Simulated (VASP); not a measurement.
Input of a VASP 6.6.1 run:

Contents of INCAR:

```
ALGO = Normal ; EDIFF = 1E-6
ENCUT = 600 ; GGA = PE
GGA_COMPAT = F ; ISIF = 2
ISMEAR = 0 ; IVDW = 12
LASPH = T ; LCHARG = T
LELF = T ; LREAL = F
LVHAR = T ; LWAVE = F
NBANDS = 25 ; NELM = 120
PREC = Accurate ; SIGMA = 0.02
```

File KPOINTS:

```
k-points
0
Gamma
  6 6 8
```

POSCAR

```
SiO2
1.0
    4.2041373866      0.0000000000      0.0000000000
    0.0000000000      4.2041373866      0.0000000000
    0.0000000000      0.0000000000      2.6817999299
Si O
2 4
Direct
    0.0000000000      0.0000000000      0.0000000000
    0.5000000000      0.5000000000      0.5000000000
    0.3061399300      0.3061399300      0.0000000000
    0.6938600700      0.6938600700      0.0000000000
    0.1938600700      0.8061399300      0.5000000000
    0.8061399300      0.1938600700      0.5000000000
```

Potentials or basis: VASP PAW PBE potentials, release 64 (Si, O).

Run with:

```bash
$ cat potpaw_PBE.64/Si/POTCAR potpaw_PBE.64/O/POTCAR > POTCAR
$ mpirun -np 1 vasp_std > vasp.out
```

(1) Estimate the band gap on the k mesh.

(2) What does it give for the pressure?

Answers

(1) 5.30 eV, direct.

(2) -0.1 GPa.
